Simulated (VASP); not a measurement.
Here is a VASP 6.6.1 calculation.

POSCAR

```
BaS
1.0
    0.0000000000      3.4838597264      3.4838597264
    3.4838597264      0.0000000000      3.4838597264
    3.4838597264      3.4838597264      0.0000000000
Ba S
1 1
Direct
    0.0000000000      0.0000000000      0.0000000000
    0.2500000000      0.2500000000      0.2500000000
```

Contents of INCAR.step1:

```
SYSTEM = BaS
PREC = Accurate
ENCUT = 520
ISMEAR = 0
SIGMA = 0.01
LREAL = .FALSE.
LASPH = .TRUE.
NELM = 60
NBANDS = 15
GGA = PE
ALGO = Normal
EDIFF = 1E-4
LWAVE = .TRUE.
LCHARG = .FALSE.
```

File INCAR.step2:

```
SYSTEM = BaS
PREC = Accurate
ENCUT = 520
EDIFF = 1E-6
ISMEAR = 0
SIGMA = 0.01
LREAL = .FALSE.
LASPH = .TRUE.
NELM = 60
ALGO = Normal
ISIF = 2
LWAVE = .FALSE.
LCHARG = .TRUE.
METAGGA = R2SCAN
LMIXTAU = .TRUE.
LELF = .TRUE.
LVHAR = .TRUE.
NBANDS = 15
ISTART = 1
```

KPOINTS

```
regular mesh
0
G
  6 6 6
  0 0 0
```

Potentials or basis: VASP PAW PBE potentials, release 64 (Ba_sv, S).

Launch:

```console
$ cat potpaw_PBE.64/Ba_sv/POTCAR potpaw_PBE.64/S/POTCAR > POTCAR
$ cp INCAR.step1 INCAR
$ mpirun -np 1 vasp_std > vasp.out
$ cp INCAR.step2 INCAR
$ mpirun -np 1 vasp_std > vasp.out
```

Q: Predict the pressure.

A: 1.4 GPa.

Q: Estimate the band gap on the k mesh.

A: 3.13 eV, indirect (least direct gap 3.69 eV).

Caveat: the PAW data sets were made with another functional, which shifts forces and pressure a little; spin-orbit coupling is left out, which moves the levels of the heavy elements. A k mesh can miss the band edges.
